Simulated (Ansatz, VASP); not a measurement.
One calculation of Sr, two programs

```
CELL_PARAMETERS angstrom
3.07399 0.00000 0.00000
0.00000 3.07399 0.00000
0.00000 0.00000 3.07399
ATOMIC_POSITIONS crystal
Sr 0.00000 0.00000 0.00000
```

Change from the starting cell: volume scaled by 0.6, PAW files.

Alike in both runs: task single point; functional LDA; k mesh 10 × 10 × 10; occupations fermi-dirac, width 0.05 eV; no spin polarisation.

|  | VASP | Ansatz |
| --- | --- | --- |
| version | VASP 6.6.1 | Ansatz 0.2.0 |
| potentials or method | VASP PAW LDA potentials, release 64 (Sr_sv) | PAW with Ansatz's default frozen-core files, scalar-relativistic |
| plane-wave cutoff (eV) | 520 | 420 |
| valence electrons in the cell | 10 | 10 |

VASP gave:

```
pressure (GPa) : 12.4
```

**Question.** What did Ansatz give for the same quantities?

**Answer.** Pressure (GPa): 12.2.

LDA's correlation is that of Perdew and Zunger in VASP and of Perdew and Wang (1992) in Ansatz.
